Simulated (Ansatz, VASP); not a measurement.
**Ag: VASP beside Ansatz**

The input INCAR:

```
SYSTEM = Ag
PREC = Accurate ; ENCUT = 520
EDIFF = 1E-7 ; ISMEAR = 0
SIGMA = 0.15 ; LREAL = .FALSE.
LASPH = .TRUE. ; NELM = 100
ALGO = Fast ; ISIF = 2
LWAVE = .FALSE. ; LCHARG = .FALSE.
NBANDS = 12
```

The input KPOINTS:

```
regular mesh
0
G
  20 20 20
  0 0 0
```

File POSCAR:

```
Ag
1.0
   -1.6556540000      1.6556540000      1.7384367000
    1.6556540000     -1.6556540000      1.7384367000
    1.6556540000      1.6556540000     -1.7384367000
Ag
1
Direct
    0.0000000000      0.0000000000      0.0000000000
```

Input for Ansatz:

```yaml
crystal:
  lattice:
    - [-1.655654, 1.655654, 1.7384367]
    - [1.655654, -1.655654, 1.7384367]
    - [1.655654, 1.655654, -1.7384367]
  atoms:
    - { symbol: Ag, position: [0.0, 0.0, 0.0] }
basis:
  ecutwfc: 420
kpoints:
  mp_grid: { grid: [20, 20, 20] }
hamiltonian:
  xc: lda
scf:
  occupations: { method: gaussian, width: 0.15 }
output:
  forces: true
  stress: true
  eigenvalues: true
```

Change from the starting cell: strain +0.000 along x and y, +0.050 along z, atoms carried along.

Alike in both runs: task single point; functional LDA; k mesh 20 × 20 × 20; occupations gaussian, width 0.15 eV; no spin polarisation.

|  | VASP | Ansatz |
| --- | --- | --- |
| version | VASP 6.6.1 | Ansatz 0.2.0 |
| potentials or method | VASP PAW LDA potentials, release 64 (Ag), cutoff 520 eV | scalar-relativistic, plane waves, PAW |
| valence electrons in the cell | 11 | 19 |

|  | VASP | Ansatz | Ansatz less VASP |
| --- | --- | --- | --- |
| gap on the k mesh at the Fermi level (eV) | none | none | - |
| pressure (GPa) | -13.9 | -14.1 | -0.14 |
| traceless stress, the component that is largest in VASP (GPa) | 0.35 | 0.35 | +0.002 |

LDA's correlation is that of Perdew and Zunger in VASP and of Perdew and Wang (1992) in Ansatz. A gap of «none» marks a metal or a gap that the smearing closes. VASP's potentials hold 11 valence electrons a cell and Ansatz's 19, so a difference there can come from the potentials and not from the codes.
